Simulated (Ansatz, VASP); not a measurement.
# One calculation of S, two programs

```
CELL_PARAMETERS angstrom
-1.59249 1.59249 1.55679
1.59249 -1.59249 1.55679
1.59249 1.59249 -1.55679
ATOMIC_POSITIONS crystal
S 0.00000 0.00000 0.00000
```

Change from the starting cell: z stretched by -1.5 % at fixed volume, PAW files.

Alike in both runs: task electric field gradients; functional PBE; k mesh 20 × 20 × 20; occupations fermi-dirac, width 0.03 eV; no spin polarisation.

|  | VASP | Ansatz |
| --- | --- | --- |
| version | VASP 6.6.1 | Ansatz 0.2.0 |
| potentials or method | VASP PAW PBE potentials, release 64 (S) | PAW with Ansatz's default frozen-core files, scalar-relativistic |
| plane-wave cutoff (eV) | 520 | 420 |
| valence electrons in the cell | 6 | 6 |

Ansatz gave:

| Property | Result |
| --- | --- |
| pressure (GPa) | 0.0 |
| traceless stress, the component that is largest in VASP (GPa) | 1.49 |
| size of Vzz on the site where it differs most (V/Å²) | 1.1 |

Task: Estimate VASP's values.

Result: Pressure (GPa): -0.1; traceless stress, the component that is largest in VASP (GPa): 1.50; size of Vzz on the site where it differs most (V/Å²): 1.0.

The functional is the same, so the differences come from potentials, cutoffs and numerics.
